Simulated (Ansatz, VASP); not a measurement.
# One calculation of CoO, two programs

INCAR

```
SYSTEM = CoO
ALGO     = Normal         ! electronic algorithm
EDIFF    = 1E-6           ! SCF threshold, eV
ENCUT    = 520            ! plane-wave cutoff, eV
GGA      = PE             ! functional
ISIF     = 2              ! what is computed and relaxed
ISMEAR   = 0              ! smearing method
ISPIN    = 2              ! spin polarisation
LASPH    = .True.         ! aspherical terms in the spheres
LCHARG   = .True.         ! write CHGCAR
LELF     = .True.         ! ELF
LMAXMIX  = 4              ! l up to which the mixer works
LORBIT   = 11             ! projections on sites
LREAL    = .False.        ! projectors in reciprocal space
LVHAR    = .True.       
LWAVE    = .False.        ! write WAVECAR
MAGMOM   = 3 3 0 0        ! initial moments
NBANDS   = 27             ! bands
NELM     = 150            ! most SCF steps
PREC     = Accurate       ! precision mode
SIGMA    = 0.05           ! smearing width, eV
```

Contents of KPOINTS:

```
k-points
0
Gamma
  10 10 6
  0 0 0
```

Contents of POSCAR:

```
CoO
1.0
    0.0000000000      2.1245315500     -2.1245315500
    0.0000000000      2.1245315500      2.1245315500
    4.2490631000      0.0000000000      0.0000000000
Co O
2 2
Direct
    0.0000000000      0.0000000000      0.0000000000
    0.5000000000      0.5000000000      0.5000000000
    0.0000000000      1.0000000000      0.5000000000
    0.5000000000      1.5000000000      1.0000000000
```

Input for Ansatz:

```yaml
crystal:
  lattice:
    - [0.0, 2.12453155, -2.12453155]
    - [0.0, 2.12453155, 2.12453155]
    - [4.2490631, 0.0, 0.0]
  atoms:
    - { symbol: Co, position: [0.0, 0.0, 0.0], spin: 3.0 }
    - { symbol: O, position: [0.0, 1.0, 0.5] }
    - { symbol: Co, position: [0.5, 0.5, 0.5], spin: 3.0 }
    - { symbol: O, position: [0.5, 1.5, 1.0] }
basis:
  ecutwfc: 420
  ecutrho_ratio: 4
kpoints:
  mp_grid: { grid: [10, 10, 6] }
hamiltonian:
  xc: pbe
scf:
  occupations: { method: gaussian, width: 0.05 }
  lower_state_search: "off"
output:
  forces: true
  stress: true
  eigenvalues: true
  populations: true
magnetization:
  spin_polarized: true
```

Alike in both runs: task single point; functional PBE; k mesh 10 × 10 × 6; occupations gaussian, width 0.05 eV; collinear spin.

|  | VASP | Ansatz |
| --- | --- | --- |
| version | VASP 6.6.1 | Ansatz 0.2.0 |
| potentials or method | VASP PAW PBE potentials, release 64 (Co, O), cutoff 520 eV | scalar-relativistic, plane waves, PAW |
| valence electrons in the cell | 30 | 46 |

|  | VASP | Ansatz | Ansatz less VASP |
| --- | --- | --- | --- |
| gap on the k mesh at the Fermi level (eV) | none | none | - |
| pressure (GPa) | -0.9 | -0.3 | +0.62 |
| net moment per atom (μB) | 1.44 | 1.46 | +0.017 |
| size of the moment on the site where the two differ most (μB) | 2.54 | 2.49 | -0.059 |

Site moments also hang on the region over which each program counts them. A gap of «none» marks a metal or a gap that the smearing closes. VASP's potentials hold 30 valence electrons a cell and Ansatz's 46, so a difference there can come from the potentials and not from the codes.
